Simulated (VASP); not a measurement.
A run of VASP 6.6.1 is set up as follows.

File POSCAR:

```
PbS
1.0
    0.0000000000      3.0076851500      3.0076851500
    3.0076851500      0.0000000000      3.0076851500
    3.0076851500      3.0076851500      0.0000000000
Pb S
1 1
Direct
    0.0000000000      0.0000000000      0.0000000000
    0.5000000000      0.5000000000      0.5000000000
```

Contents of INCAR.step1:

```
SYSTEM = PbS
PREC = Accurate
ENCUT = 520
ISMEAR = -1
SIGMA = 0.02
LREAL = .False.
LASPH = .True.
NELM = 80
GGA = PE
ALGO = Normal
EDIFF = 1E-4
LWAVE = .True.
LCHARG = .False.
```

File INCAR.step2:

```
SYSTEM = PbS
PREC = Accurate
ENCUT = 520
EDIFF = 1E-6
ISMEAR = -1
SIGMA = 0.02
LREAL = .False.
LASPH = .True.
NELM = 80
ALGO = Normal
ISIF = 2
LWAVE = .False.
LCHARG = .False.
METAGGA = R2SCAN
LMIXTAU = .True.
IBRION = 2
NSW = 50
EDIFFG = -0.01
ISTART = 1
```

The input KPOINTS:

```
Automatic mesh
0
Gamma
  8 8 8
  0 0 0
```

Potentials or basis: VASP PAW PBE potentials, release 64 (Pb_d, S).

The run is started by

```bash
$ cat potpaw_PBE.64/Pb_d/POTCAR potpaw_PBE.64/S/POTCAR > POTCAR
$ cp INCAR.step1 INCAR
$ mpirun -np 1 vasp_std > vasp.out
$ cp INCAR.step2 INCAR
$ mpirun -np 1 vasp_std > vasp.out
```

(1) Estimate the band gap on the k mesh.

Results:

(1) 0.77 eV.

Caveat: the relaxation stopped at its first step, so nothing moved; spin-orbit coupling is left out, which moves the levels of the heavy elements.
